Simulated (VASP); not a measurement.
A run of VASP 6.6.1 is set up as follows.

Contents of INCAR:

```
PREC = Accurate
ENCUT = 520
EDIFF = 1E-6
ISMEAR = 0
SIGMA = 0.05
LREAL = F
LASPH = T
NELM = 100
ALGO = Normal
ISIF = 2
LWAVE = F
LCHARG = F
GGA = PS
NBANDS = 21
```

KPOINTS

```
Automatic mesh
0
Gamma
  9 9 6
```

File POSCAR:

```
CdH2O2
1.0
    3.8398216553      0.0000000000      0.0000000000
   -1.9199108277      3.3253830995      0.0000000000
    0.0000000000      0.0000000000      4.4413930000
Cd H O
1 2 2
Direct
    0.3333333333      0.6666666667      0.9873000000
    0.0000000000      0.0000000000      0.0080770000
    0.6666666667      0.3333333333      0.4318850000
   -0.0069732363     -0.0034866181      0.7882975395
    0.6596934304      0.3298467152      0.2139975395
```

Potentials or basis: VASP PAW PBE potentials, release 64 (Cd, H, O).

The run is started by

```bash
$ cat potpaw_PBE.64/Cd/POTCAR potpaw_PBE.64/H/POTCAR potpaw_PBE.64/O/POTCAR > POTCAR
$ mpirun -np 1 vasp_std > vasp.out
```

(1) What does it give for the pressure?

(2) What does it give for the band gap on the k mesh?

(3) What does it give for the largest force?

## Answers

(1) -3.0 GPa.

(2) 1.14 eV (least direct gap 1.66 eV).

(3) 0.998 eV/Å.

Caveat: the cell differs from its parent crystal (all O atoms moved +0.025 Å, as atom 4 towards its neighbour atom 1 (Cd) at 2.390 Å); the stress differs along the axes, from -5 to 1 GPa; the PAW data sets were made with another functional, which shifts forces and pressure a little.
